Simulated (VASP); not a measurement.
# AlGa7O12 (P1) in VASP: single point with PBEsol+D3(BJ)

Aim: the single point of AlGa7O12 with PBEsol+D3(BJ).

Everything below comes from runs of VASP 6.6.1. Logs are shortened: lines on timing, memory, paths and dates and some standing lists are left out, and cuts for length are marked.

### Step 1. The cell of the first run

The typed cell holds 20 atoms: a = 12.222 Å, b = 3.032 Å, c = 5.789 Å, α = 90.00°, β = 103.76°, γ = 90.00°.

### Step 2. Single point, PBEsol+D3(BJ), collinear spin

Contents of INCAR:

```
SYSTEM = AlGa7O12
PREC     = Accurate       ! precision mode
ENCUT    = 600            ! plane-wave cutoff, eV
EDIFF    = 1E-6           ! SCF threshold, eV
ISMEAR   = -1             ! smearing method
SIGMA    = 0.05           ! smearing width, eV
LREAL    = .False.        ! projectors in reciprocal space
LASPH    = .True.         ! aspherical terms in the spheres
NELM     = 200            ! most SCF steps
ALGO     = Normal         ! electronic algorithm
ISIF     = 2              ! what is computed and relaxed
LWAVE    = .False.        ! write WAVECAR
LCHARG   = .True.         ! write CHGCAR
ISPIN    = 2              ! spin polarisation
MAGMOM   = 0.1 0.1 0.1 0.1 0.1 0.1 0.1 0.1 0.1 0.1 0.1 0.1 0.1 0.1 0.1 0.1 0.1 0.1 0.1 0.1 ! initial moments
LORBIT   = 11             ! projections on sites
GGA      = PS             ! functional
IVDW     = 12             ! dispersion correction
LELF     = .True.         ! ELF
LVHAR    = .True.       
NBANDS   = 103            ! bands
GGA_COMPAT= .False.
```

Contents of KPOINTS:

```
Automatic mesh
0
Gamma
  2 2 2
  0.5 0.5 0.5
```

Contents of POSCAR:

```
AlGa7O12
1.0
   12.2216800000      0.0000000000     -0.0028170000
    0.0000000000      3.0318840000      0.0000000000
   -1.3758560000      0.0000000000      5.6235680000
Ga O Al
7 12 1
Direct
    0.4083080000      0.5106430000      0.2009830000
    0.1613600000      0.5071440000      0.3167150000
    0.9075680000      0.9964820000      0.2003600000
    0.6606440000      0.9965320000      0.3108950000
    0.3393480000      0.0045090000      0.6815650000
    0.5917810000      0.5024760000      0.7965070000
    0.8421190000      0.4909510000      0.6829270000
    0.3342980000      0.4985600000      0.8878240000
    0.3271170000      0.5005100000      0.4377040000
    0.0011480000      0.4935660000      0.7421390000
    0.1660240000      0.9977370000      0.1113220000
    0.8370700000      0.9991390000      0.8947730000
    0.1748210000      0.0005680000      0.5609800000
    0.8250320000      0.0033400000      0.4410090000
    0.4960420000      0.0047650000      0.2532160000
    0.5047470000      0.0034430000      0.7480800000
    0.6633840000      0.5046380000      0.1054000000
    0.6737190000      0.4948030000      0.5638700000
    0.9974380000      0.4957710000      0.2554830000
    0.0913510000      0.9958720000      0.7906430000
```

Potentials or basis: VASP PAW PBE potentials, release 64 (Ga_d, O, Al).

Command:

```bash
> cat potpaw_PBE.64/Ga_d/POTCAR potpaw_PBE.64/O/POTCAR potpaw_PBE.64/Al/POTCAR > POTCAR
> mpirun -np 1 vasp_std > vasp.out
```

OUTCAR:

```text
SYSTEM = AlGa7O12
   PREC = Accurate
   ENCUT = 600
   EDIFF = 1E-6
   ISMEAR = -1
   LREAL = .False.
   LASPH = .True.
   NELM = 200
   ISIF = 2
   ISPIN = 2
   LORBIT = 11
   GGA = PS
   IVDW = 12
 IVDW          = 12

 ion  position               nearest neighbor table
   1  0.408  0.511  0.201-   8 1.82  15 1.83  15 1.85   9 1.87
   2  0.161  0.507  0.317-  11 1.91  19 1.95  11 1.96   9 1.98  13 2.04  13 2.07
   3  0.908  0.996  0.200-  12 1.77  19 1.85  19 1.86  14 1.90
   4  0.661  0.997  0.311-  17 1.91  17 1.95  15 1.96  14 1.97  18 2.08  18 2.09
   5  0.339  0.005  0.682-   8 1.93   8 1.95  13 1.97  16 1.97   9 2.04   9 2.06
   6  0.592  0.502  0.797-  17 1.79  16 1.83  16 1.84  18 1.86
   7  0.842  0.491  0.683-  10 1.89  12 1.94  12 1.98  18 2.01  14 2.01  14 2.07
   8  0.334  0.499  0.888-   1 1.82   5 1.93   5 1.95
   9  0.327  0.501  0.438-   1 1.87   2 1.98   5 2.04   5 2.06
  10  0.001  0.494  0.742-  20 1.85  20 1.86   7 1.89
  11  0.166  0.998  0.111-  20 1.86   2 1.91   2 1.96
  12  0.837  0.999  0.895-   3 1.77   7 1.94   7 1.98
  13  0.175  0.001  0.561-  20 1.86   5 1.97   2 2.04   2 2.07
  14  0.825  0.003  0.441-   3 1.90   4 1.97   7 2.01   7 2.07
  15  0.496  0.005  0.253-   1 1.83   1 1.85   4 1.96
  16  0.505  0.003  0.748-   6 1.83   6 1.84   5 1.97
  17  0.663  0.505  0.105-   6 1.79   4 1.91   4 1.95
  18  0.674  0.495  0.564-   6 1.86   7 2.01   4 2.08   4 2.09
  19  0.997  0.496  0.255-   3 1.85   3 1.86   2 1.95
  20  0.091  0.996  0.791-  10 1.85  13 1.86  10 1.86  11 1.86

  LATTYP: Found a simple monoclinic cell.
 ALAT       =     5.7894297460
 B/A-ratio  =     0.5236930290
 C/A-ratio  =     2.1100105527
 COS(beta)  =    -0.2359424122

  Lattice vectors:

 A1 = (  -1.3758560000,   0.0000000000,   5.6235680000)
 A2 = (   0.0000000000,   3.0318840000,   0.0000000000)
 A3 = ( -10.8458240000,   0.0000000000,  -5.6207510000)

Analysis of symmetry for initial positions (statically):
=====================================================================
 Subroutine PRICEL returns:
 Original cell was already a primitive cell.

 Routine SETGRP: Setting up the symmetry group for a
 simple monoclinic supercell.

 Subroutine GETGRP returns: Found  1 space group operations
 (whereof  1 operations were pure point group operations)
 out of a pool of  4 trial point group operations.

The static configuration has the point symmetry C_1 .

Analysis of symmetry for dynamics (positions and initial velocities):
=====================================================================
 Subroutine PRICEL returns:
 Original cell was already a primitive cell.

 Routine SETGRP: Setting up the symmetry group for a
 simple monoclinic supercell.

 Subroutine GETGRP returns: Found  1 space group operations
 (whereof  1 operations were pure point group operations)
 out of a pool of  4 trial point group operations.

The dynamic configuration has the point symmetry C_1 .

Analysis of structural, dynamic, and magnetic symmetry:
=====================================================================
 Subroutine PRICEL returns:
 Original cell was already a primitive cell.

 Routine SETGRP: Setting up the symmetry group for a
 simple monoclinic supercell.

 Subroutine GETGRP returns: Found  1 space group operations
 (whereof  1 operations were pure point group operations)
 out of a pool of  4 trial point group operations.

The overall configuration has the point symmetry C_1 .

 Subroutine INISYM returns: Found  1 space group operations
 (whereof  1 operations are pure point group operations),
 and found     1 'primitive' translations

----------------------------------------------------------------------------------------

                                     Primitive cell

  volume of cell :     208.3680

  direct lattice vectors                    reciprocal lattice vectors
    12.221680000  0.000000000 -0.002817000     0.081826426  0.000000000  0.020019564
     0.000000000  3.031884000  0.000000000     0.000000000  0.329827922  0.000000000
    -1.375856000  0.000000000  5.623568000     0.000040989  0.000000000  0.177833076

  length of vectors
    12.221680325  3.031884000  5.789429746     0.084239818  0.329827922  0.177833081

  position of ions in fractional coordinates (direct lattice)
     0.408308000  0.510643000  0.200983000
     0.161360000  0.507144000  0.316715000
     0.907568000  0.996482000  0.200360000
     0.660644000  0.996532000  0.310895000
     0.339348000  0.004509000  0.681565000
     0.591781000  0.502476000  0.796507000
[... 78 lines left out ...]
 SYSTEM =  AlGa7O12
   PREC   = accura    normal or accurate (medium, high low for compatibility)
   ISTART =      0    job   : 0-new  1-cont  2-samecut
   ICHARG =      2    charge: 1-file 2-atom 10-const
   ISPIN  =      2    spin polarized calculation?
   LNONCOLLINEAR =      F non collinear calculations
   LSORBIT =      F    spin-orbit coupling
   LASPH  =      T    aspherical Exc in radial PAW
   ENCUT  =  600.0 eV  44.10 Ry    6.64 a.u.  24.41  6.06 11.56*2*pi/ulx,y,z
   NELM   =    200;   NELMIN=  2; NELMDL= -5     # of ELM steps
   EDIFF  = 0.1E-05   stopping-criterion for ELM
   LREAL  =      F    real-space projection
   EDIFFG = 0.1E-04   stopping-criterion for IOM
   NSW    =      0    number of steps for IOM
   IBRION =     -1    ionic relax: 0-MD 1-quasi-New 2-CG
   NFREE  =      0    steps in history (QN), initial steepest desc. (CG)
   ISIF   =      2    stress and relaxation
   ISYM   =      2    0-nonsym 1-usesym 2-fastsym
   POTIM  = 0.5000    time-step for ionic-motion
   TEBEG  =    0.0;   TEEND  =   0.0 temperature during run
   PSTRESS=    0.0 pullay stress
   NELECT =     166.0000    total number of electrons
   NUPDOWN=      -1.0000    fix difference up-down
   EMIN   =  10.00;   EMAX   =-10.00  energy-range for DOS
   EFERMI =   0.00;   METHOD = LEGACY
   ISMEAR =    -1;   SIGMA  =   0.05  broadening in eV -4-tet -1-fermi 0-gaus
   EFERMI_NEDOS =   21; number of points for ismear=-14 and -15
   IALGO  =     38    algorithm
   IMIX   =      4    mixing-type and parameters
     AMIX     =   0.40;   BMIX     =  1.00
     AMIX_MAG =   1.60;   BMIX_MAG =  1.00
  volume/ion in A,a.u.               =      10.42        70.31
  Fermi-wavevector in a.u.,A,eV,Ry     =   1.517635  2.867913 31.337138  2.303215
  Thomas-Fermi vector in A             =   2.626863
   LORBIT       =     11    0 simple, 1 ext, 2 COOP (PROOUT), +10 PAW based schemes
   GGA     = PS    functional components
   LHFCALC =     F    Hartree Fock is set to
   AEXX    =    0.0000 exact exchange contribution
   IVDW    =    12    specifies the selected vdW correction
   LEPSILON=     F    determine dielectric tensor
   LRPA    =     F    only Hartree local field effects (RPA)
 spin polarized calculation
  energy-cutoff  :      600.00
  volume of cell :      208.37
 maximum number of plane-waves:      6955
 NGX is ok and might be reduce to    98
   NGX = 49   NGY = 13   NGZ = 23

 number of electron     166.0000015 magnetization       0.0003512

 Free energy of the ion-electron system (eV)
  ---------------------------------------------------
  ext. energy  EPLUGINS =         0.00000000
  ---------------------------------------------------
  free energy    TOTEN  =      -132.47729657 eV

  energy without entropy =     -132.47729657  energy(sigma->0) =     -132.47729657

 E-fermi :   5.0062     XC(G=0): -11.8119

 val. band max:        3.7367506330   @ k =   0.2500   0.2500  -0.2500
 cond. band min:       8.9859259575   @ k =   0.2500   0.2500  -0.2500
 fundamental gap:      5.2491753245
 Fermi energy:         5.0062297152

 spin component 1

 k-point     1 :       0.2500    0.2500    0.2500
  band No.  band energies     occupation
      1     -14.5814      1.00000
      2     -14.4914      1.00000
      3     -13.9282      1.00000
      4     -13.8325      1.00000
      5     -13.6879      1.00000
      6     -13.5622      1.00000
[... 381 lines left out ...]
     94      12.9005      0.00000
     95      13.0672      0.00000
 Fermi energy:         5.0062297152

 spin component 2

 k-point     1 :       0.2500    0.2500    0.2500
  band No.  band energies     occupation
      1     -14.5814      1.00000
      2     -14.4914      1.00000
      3     -13.9282      1.00000
      4     -13.8325      1.00000
      5     -13.6879      1.00000
      6     -13.5622      1.00000
[... 381 lines left out ...]
     94      12.9006      0.00000
     95      13.0673      0.00000
 [bands above 95 left out]

------------------------ aborting loop because EDIFF is reached ----------------------------------------

 Edisp (eV)   -3.36340

 E8    (eV) :    -2.0763

  FORCE on cell =-STRESS in cart. coord.  units (eV):
  Direction    XX          YY          ZZ          XY          YZ          ZX
  --------------------------------------------------------------------------------------
  -------------------------------------------------------------------------------------
  Total      -0.04004   -10.84129    -0.45202     0.22646     0.13781     1.50976
  in kB      -0.30788   -83.36054    -3.47569     1.74130     1.05965    11.60881
  external pressure =      -29.05 kB  Pullay stress =        0.00 kB

 VOLUME and BASIS-vectors are now :
 -----------------------------------------------------------------------------
  energy-cutoff  :      600.00
  volume of cell :      208.37
      direct lattice vectors                 reciprocal lattice vectors
    12.221680000  0.000000000 -0.002817000     0.081826426  0.000000000  0.020019564
     0.000000000  3.031884000  0.000000000     0.000000000  0.329827922  0.000000000
    -1.375856000  0.000000000  5.623568000     0.000040989  0.000000000  0.177833076

 POSITION                                       TOTAL-FORCE (eV/Angst)
 -----------------------------------------------------------------------------------
      4.71369      1.54821      1.12909         0.401361     -0.320095      0.271643
      1.53634      1.53760      1.78061        -0.414685     -0.302681     -0.470651
     10.81634      3.02122      1.12418         0.643613     -0.020539      1.181536
      7.64643      3.02137      1.74648        -0.696395      0.205260      0.264128
      3.20967      0.01367      3.83187         0.854787     -0.171928      0.329900
      6.13668      1.52345      4.47754        -0.416679      0.045124     -0.826055
[... 12 lines left out ...]
     11.83886      1.50312      1.43392        -0.387162      0.096109      0.111976
      0.02865      3.01937      4.44598        -0.616994     -0.046189      0.485369
 -----------------------------------------------------------------------------------
    total drift:                                0.000198      0.000028     -0.001040

  FREE ENERGIE OF THE ION-ELECTRON SYSTEM (eV)
  ---------------------------------------------------
  free  energy   TOTEN  =      -135.8406959265 eV

  energy  without entropy=     -135.8406959264  energy(sigma->0) =     -135.84069593

 total charge

# of ion       s       p       d       tot
------------------------------------------
    1        0.743   0.878  10.278  11.899
    2        0.672   0.752  10.267  11.691
    3        0.746   0.883  10.280  11.910
    4        0.670   0.742  10.258  11.670
    5        0.671   0.750  10.265  11.686
    6        0.747   0.905  10.297  11.950
[... 12 lines left out ...]
   19        1.546   3.506   0.000   5.052
   20        0.335   0.376   0.000   0.711
--------------------------------------------------
tot         23.837  48.097  71.915 143.848

 magnetization (x)

# of ion       s       p       d       tot
------------------------------------------
    1        0.000   0.000  -0.000   0.000
    2        0.000   0.000  -0.000   0.000
    3        0.000   0.000  -0.000   0.000
    4        0.000   0.000  -0.000   0.000
    5        0.000   0.000  -0.000   0.000
    6        0.000   0.000  -0.000   0.000
[... 12 lines left out ...]
   19       -0.000  -0.000   0.000  -0.000
   20        0.000   0.000   0.000   0.000
--------------------------------------------------
tot         -0.000  -0.000  -0.000  -0.000
```

Wall time 8.3 min (1 thread of Intel Xeon 6975P-C (Granite Rapids), shared host); peak memory 0.49 GiB.

What came out:

* Free energy: -135.8407 eV
* Pressure: -2.9 GPa
* Largest force: 2.445 eV/Å
* Band gap on the k mesh: 5.25 eV
* Net moment: 0.00 μB per cell
* Valence electrons inside the program's atomic spheres: Ga 11.90, 11.69, 11.91, 11.67, 11.95 (each value once); O 5.04, 5.05, 5.09, 5.07, 5.06, 5.03 (each value once); Al 0.71
* Dispersion energy per atom: -0.168 eV

Forces in eV/Å, atoms in the order of the input:
```
Ga   0.401 -0.320  0.272
Ga  -0.415 -0.303 -0.471
Ga   0.644 -0.021  1.182
Ga  -0.696  0.205  0.264
Ga   0.855 -0.172  0.330
Ga  -0.417  0.045 -0.826
Ga  -0.517  0.285  0.275
O   -0.331  0.186 -0.138
O    0.267  0.058 -0.014
O    2.400  0.127  0.452
O   -0.256  0.199 -1.814
O   -0.481 -0.197 -1.076
O   -1.438  0.019  0.980
O    0.740 -0.198 -0.498
O   -0.101  0.234  0.077
O   -0.211 -0.089 -0.194
O    0.548 -0.196  0.864
O    0.012  0.087 -0.262
O   -0.387  0.096  0.112
Al  -0.617 -0.046  0.485
```

Stress tensor (GPa, compression positive):
```
-0.03  0.17  1.16
 0.17 -8.34  0.11
 1.16  0.11 -0.35
```

Levels at points of the mesh, in eV from the valence-band top:
Spin up:
| k point | band 81 | band 82 | band 83 | band 84 | band 85 | band 86 |
| --- | --- | --- | --- | --- | --- | --- |
| (0.25, 0.25, 0.25) | -0.43 | -0.15 | -0.02 | 5.36 | 5.60 | 6.26 |
Spin down:
| k point | band 81 | band 82 | band 83 | band 84 | band 85 | band 86 |
| --- | --- | --- | --- | --- | --- | --- |
| (0.25, 0.25, 0.25) | -0.43 | -0.15 | -0.02 | 5.36 | 5.60 | 6.26 |

Caveat: the k points lie up to 1.04 Å⁻¹ apart; three body term missing; the PAW data sets were made with another functional, which shifts forces and pressure a little; a shifted mesh leaves out Γ, where band edges can lie. A k mesh can miss the band edges.
